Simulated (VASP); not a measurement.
# Ca4Pt (Pm-3m) in VASP: single point with PBE

Aim: the single point of Ca4Pt with PBE.

All numbers are computed with VASP 6.6.1; they aren't measurements. Logs are shortened: lines on timing, memory, paths and dates and some standing lists are left out, and cuts for length are marked.

## (1) The cell of the first run

It takes space group Pm-3m (No. 221, cubic). The conventional cell has a = 5.852 Å, b = 5.852 Å, c = 5.852 Å, α = 90.00°, β = 90.00°, γ = 90.00°. Ca (site symmetry 4/mmm) has 2 Pt at 2.93 Å within 3.9 Å. Ca (site symmetry m-3m) has 12 Ca at 4.14 Å and 8 Pt at 5.07 Å within 5.4 Å. Within 3.9 Å of Pt (site symmetry m-3m) lie 6 Ca at 2.93 Å.

## (2) Single point, PBE (40.07 Å³/atom)

INCAR

```
SYSTEM = Ca4Pt
PREC = Accurate
ENCUT = 520
EDIFF = 1E-6
ISMEAR = 0
SIGMA = 0.1
LREAL = .FALSE.
LASPH = .TRUE.
NELM = 100
ALGO = Fast
ISIF = 2
LWAVE = .FALSE.
LCHARG = .TRUE.
GGA = PE
LELF = .TRUE.
LVHAR = .TRUE.
NBANDS = 33
```

KPOINTS

```
regular mesh
0
G
  8 8 8
  0 0 0
```

POSCAR

```
Ca4Pt
1.0
    5.8515414064      0.0000000000      0.0000000000
    0.0000000000      5.8515414064      0.0000000000
    0.0000000000      0.0000000000      5.8515414064
Ca Pt
4 1
Direct
    0.0000000000      0.5000000000      0.5000000000
    0.5000000000      0.0000000000      0.5000000000
    0.5000000000      0.5000000000      0.0000000000
    0.0000000000      0.0000000000      0.0000000000
    0.5000000000      0.5000000000      0.5000000000
```

Potentials or basis: VASP PAW PBE potentials, release 64 (Ca_sv, Pt).

The run is started by

```bash
cat potpaw_PBE.64/Ca_sv/POTCAR potpaw_PBE.64/Pt/POTCAR > POTCAR
mpirun -np 1 vasp_std > vasp.out
```

OUTCAR:

```text
SYSTEM = Ca4Pt
   PREC = Accurate
   ENCUT = 520
   EDIFF = 1E-6
   ISMEAR = 0
   LREAL = .FALSE.
   LASPH = .TRUE.
   NELM = 100
   ISIF = 2
   GGA = PE

 ion  position               nearest neighbor table
   1  0.000  0.500  0.500-   5 2.93   5 2.93
   2  0.500  0.000  0.500-   5 2.93   5 2.93
   3  0.500  0.500  0.000-   5 2.93   5 2.93
   4  0.000  0.000  0.000-
   5  0.500  0.500  0.500-   1 2.93   2 2.93   3 2.93   3 2.93   2 2.93   1 2.93

  LATTYP: Found a simple cubic cell.
 ALAT       =     5.8515414064

  Lattice vectors:

 A1 = (   5.8515414064,   0.0000000000,   0.0000000000)
 A2 = (   0.0000000000,   5.8515414064,   0.0000000000)
 A3 = (   0.0000000000,   0.0000000000,   5.8515414064)

Analysis of symmetry for initial positions (statically):
=====================================================================
 Subroutine PRICEL returns:
 Original cell was already a primitive cell.

 Routine SETGRP: Setting up the symmetry group for a
 simple cubic supercell.

 Subroutine GETGRP returns: Found 48 space group operations
 (whereof 48 operations were pure point group operations)
 out of a pool of 48 trial point group operations.

The static configuration has the point symmetry O_h .

Analysis of symmetry for dynamics (positions and initial velocities):
=====================================================================
 Subroutine PRICEL returns:
 Original cell was already a primitive cell.

 Routine SETGRP: Setting up the symmetry group for a
 simple cubic supercell.

 Subroutine GETGRP returns: Found 48 space group operations
 (whereof 48 operations were pure point group operations)
 out of a pool of 48 trial point group operations.

The dynamic configuration has the point symmetry O_h .

 Subroutine INISYM returns: Found 48 space group operations
 (whereof 48 operations are pure point group operations),
 and found     1 'primitive' translations

----------------------------------------------------------------------------------------

                                     Primitive cell

  volume of cell :     200.3599

  direct lattice vectors                    reciprocal lattice vectors
     5.851541406  0.000000000  0.000000000     0.170895142  0.000000000  0.000000000
     0.000000000  5.851541406  0.000000000     0.000000000  0.170895142  0.000000000
     0.000000000  0.000000000  5.851541406     0.000000000  0.000000000  0.170895142

  length of vectors
     5.851541406  5.851541406  5.851541406     0.170895142  0.170895142  0.170895142

  position of ions in fractional coordinates (direct lattice)
     0.000000000  0.500000000  0.500000000
     0.500000000  0.000000000  0.500000000
     0.500000000  0.500000000  0.000000000
     0.000000000  0.000000000  0.000000000
     0.500000000  0.500000000  0.500000000

  ion indices of the primitive-cell ions
   primitive index   ion index
                 1           1
                 2           2
                 3           3
                 4           4
                 5           5

----------------------------------------------------------------------------------------

 KPOINTS: regular mesh

Automatic generation of k-mesh.
 Grid dimensions read from file:
 generate k-points for:    8    8    8

 Generating k-lattice:

  Cartesian coordinates                     Fractional coordinates (reciprocal lattice)
     0.021361893  0.000000000  0.000000000     0.125000000  0.000000000  0.000000000
     0.000000000  0.021361893  0.000000000     0.000000000  0.125000000  0.000000000
     0.000000000  0.000000000  0.021361893     0.000000000  0.000000000  0.125000000

  Length of vectors
     0.021361893  0.021361893  0.021361893

  Shift w.r.t. Gamma in fractional coordinates (k-lattice)
     0.000000000  0.000000000  0.000000000

 Subroutine IBZKPT returns following result:
 ===========================================

 Found     35 irreducible k-points:

 Following reciprocal coordinates:
            Coordinates               Weight
  0.000000  0.000000  0.000000      1.000000
  0.125000  0.000000  0.000000      6.000000
  0.250000  0.000000  0.000000      6.000000
  0.375000  0.000000  0.000000      6.000000
  0.500000  0.000000  0.000000      3.000000
  0.125000  0.125000  0.000000     12.000000
[... 16 lines left out ...]
  0.375000  0.375000  0.125000     24.000000
  0.500000  0.375000  0.125000     24.000000
 [... further k-points ...]
   k-points           NKPTS =     35   k-points in BZ     NKDIM =     35   number of bands    NBANDS=     33
   number of dos      NEDOS =    301   number of ions     NIONS =      5
   total plane-waves  NPLWV = 110592
   dimension x,y,z NGX =    48 NGY =   48 NGZ =   48
   dimension x,y,z NGXF=    96 NGYF=   96 NGZF=   96
   ions per type =               4   1
   NGX,Y,Z   is equivalent  to a cutoff of  13.64, 13.64, 13.64 a.u.
   NGXF,Y,Z  is equivalent  to a cutoff of  27.27, 27.27, 27.27 a.u.
 SYSTEM =  Ca4Pt
   PREC   = accura    normal or accurate (medium, high low for compatibility)
   ISTART =      0    job   : 0-new  1-cont  2-samecut
   ICHARG =      2    charge: 1-file 2-atom 10-const
   ISPIN  =      1    spin polarized calculation?
   LNONCOLLINEAR =      F non collinear calculations
   LSORBIT =      F    spin-orbit coupling
   LASPH  =      T    aspherical Exc in radial PAW
   ENCUT  =  520.0 eV  38.22 Ry    6.18 a.u.  10.88 10.88 10.88*2*pi/ulx,y,z
   NELM   =    100;   NELMIN=  2; NELMDL= -5     # of ELM steps
   EDIFF  = 0.1E-05   stopping-criterion for ELM
   LREAL  =      F    real-space projection
   EDIFFG = 0.1E-04   stopping-criterion for IOM
   NSW    =      0    number of steps for IOM
   IBRION =     -1    ionic relax: 0-MD 1-quasi-New 2-CG
   NFREE  =      0    steps in history (QN), initial steepest desc. (CG)
   ISIF   =      2    stress and relaxation
   ISYM   =      2    0-nonsym 1-usesym 2-fastsym
   POTIM  = 0.5000    time-step for ionic-motion
   TEBEG  =    0.0;   TEEND  =   0.0 temperature during run
   PSTRESS=    0.0 pullay stress
   NELECT =      50.0000    total number of electrons
   NUPDOWN=      -1.0000    fix difference up-down
   EMIN   =  10.00;   EMAX   =-10.00  energy-range for DOS
   EFERMI =   0.00;   METHOD = LEGACY
   ISMEAR =     0;   SIGMA  =   0.10  broadening in eV -4-tet -1-fermi 0-gaus
   EFERMI_NEDOS =   21; number of points for ismear=-14 and -15
   IALGO  =     68    algorithm
   IMIX   =      4    mixing-type and parameters
     AMIX     =   0.40;   BMIX     =  1.00
     AMIX_MAG =   1.60;   BMIX_MAG =  1.00
  volume/ion in A,a.u.               =      40.07       270.42
  Fermi-wavevector in a.u.,A,eV,Ry     =   1.030690  1.947721 14.453755  1.062321
  Thomas-Fermi vector in A             =   2.164800
   LORBIT       =      0    0 simple, 1 ext, 2 COOP (PROOUT), +10 PAW based schemes
   GGA     = PE    functional components
   LHFCALC =     F    Hartree Fock is set to
   AEXX    =    0.0000 exact exchange contribution
   IVDW    =     0    specifies the selected vdW correction
   LEPSILON=     F    determine dielectric tensor
   LRPA    =     F    only Hartree local field effects (RPA)
 non-spin polarized calculation
 RMM-DIIS sequential band-by-band and
 Gauss-broadening in eV      SIGMA  =   0.10
  energy-cutoff  :      520.00
  volume of cell :      200.36
 maximum number of plane-waves:      5449
 NGX is ok and might be reduce to    48
   NGX = 21   NGY = 21   NGZ = 21

 number of electron      50.0000004 magnetization

 Free energy of the ion-electron system (eV)
  ---------------------------------------------------
  ext. energy  EPLUGINS =         0.00000000
  ---------------------------------------------------
  free energy    TOTEN  =       -15.89298529 eV

  energy without entropy =      -15.87316961  energy(sigma->0) =      -15.88307745

 E-fermi :   2.1552     XC(G=0):  -7.8470

 val. band max:        2.1348346315   @ k =   0.2500   0.2500   0.0000
 cond. band min:       2.1881675611   @ k =   0.5000   0.2500   0.1250
 fundamental gap:      0.0533329297
 Fermi energy:         2.1552089721

 k-point     1 :       0.0000    0.0000    0.0000
  band No.  band energies     occupation
      1     -40.6090      2.00000
      2     -39.4473      2.00000
      3     -39.4409      2.00000
      4     -39.4409      2.00000
      5     -21.5713      2.00000
      6     -21.5713      2.00000
[... 25 lines left out ...]
     32       5.2173      0.00000
     33       5.2174      0.00000

 k-point     2 :       0.1250    0.0000    0.0000
  band No.  band energies     occupation
      1     -40.6090      2.00000
      2     -39.4470      2.00000
      3     -39.4411      2.00000
      4     -39.4409      2.00000
      5     -21.5713      2.00000
      6     -21.5712      2.00000
[... 25 lines left out ...]
     32       5.1402      0.00000
     33       5.1579      0.00000

 k-point     3 :       0.2500    0.0000    0.0000
  band No.  band energies     occupation
      1     -40.6090      2.00000
      2     -39.4464      2.00000
      3     -39.4415      2.00000
      4     -39.4409      2.00000
      5     -21.5712      2.00000
      6     -21.5711      2.00000
[... 25 lines left out ...]
     32       4.9267      0.00000
     33       5.0034      0.00000

 k-point     4 :       0.3750    0.0000    0.0000
  band No.  band energies     occupation
      1     -40.6090      2.00000
      2     -39.4456      2.00000
      3     -39.4422      2.00000
      4     -39.4409      2.00000
      5     -21.5712      2.00000
      6     -21.5710      2.00000
[... 673 lines left out ...]
     32       3.8669      0.00000
     33       4.3129      0.00000

 k-point    23 :       0.3750    0.3750    0.1250
  band No.  band energies     occupation
      1     -40.6090      2.00000
      2     -39.4440      2.00000
      3     -39.4423      2.00000
      4     -39.4419      2.00000
      5     -21.5715      2.00000
      6     -21.5714      2.00000
[... 25 lines left out ...]
     32       3.7707      0.00000
     33       4.1628      0.00000

 k-point    24 :       0.5000    0.3750    0.1250
  band No.  band energies     occupation
      1     -40.6090      2.00000
      2     -39.4435      2.00000
      3     -39.4425      2.00000
      4     -39.4420      2.00000
      5     -21.5715      2.00000
      6     -21.5715      2.00000
[... 25 lines left out ...]
     32       3.8362      0.00000
     33       4.0031      0.00000

 [... further k-points ...]

------------------------ aborting loop because EDIFF is reached ----------------------------------------

  FORCE on cell =-STRESS in cart. coord.  units (eV):
  Direction    XX          YY          ZZ          XY          YZ          ZX
  --------------------------------------------------------------------------------------
  -------------------------------------------------------------------------------------
  Total       -2.8203402     -2.8203402     -2.8203402     -0.0000000     -0.0000000      0.0000000
  in kB      -22.5528397    -22.5528397    -22.5528397     -0.0000000     -0.0000000      0.0000000
  external PRESSURE =     -22.5528397 kB  Pullay stress =       0.0000000 kB

 VOLUME and BASIS-vectors are now :
 -----------------------------------------------------------------------------
  energy-cutoff  :      520.00
  volume of cell :      200.36
      direct lattice vectors                 reciprocal lattice vectors
     5.851541406  0.000000000  0.000000000     0.170895142  0.000000000  0.000000000
     0.000000000  5.851541406  0.000000000     0.000000000  0.170895142  0.000000000
     0.000000000  0.000000000  5.851541406     0.000000000  0.000000000  0.170895142

 POSITION                                       TOTAL-FORCE (eV/Angst)
 -----------------------------------------------------------------------------------
      0.00000      2.92577      2.92577         0.000000      0.000000      0.000000
      2.92577      0.00000      2.92577         0.000000      0.000000      0.000000
      2.92577      2.92577      0.00000         0.000000      0.000000      0.000000
      0.00000      0.00000      0.00000         0.000000      0.000000      0.000000
      2.92577      2.92577      2.92577         0.000000      0.000000      0.000000
 -----------------------------------------------------------------------------------
    total drift:                                0.000000      0.000000     -0.000000

  FREE ENERGIE OF THE ION-ELECTRON SYSTEM (eV)
  ---------------------------------------------------
  free  energy   TOTEN  =       -15.8929852884 eV

  energy  without entropy=      -15.8731696101  energy(sigma->0) =      -15.88307745
```

It took 6.6 min on 1 thread of Intel Xeon Platinum 8488C (Sapphire Rapids), shared host; peak memory 0.44 GiB.

What came out:

```yaml
Free_energy: -15.8930 eV
Pressure: -2.3 GPa
Band_gap_on_the_k_mesh: zero (bands 25 and 26 overlap by 1.22 eV)
```

Caveat: spin-orbit coupling is left out, which moves the levels of the heavy elements.
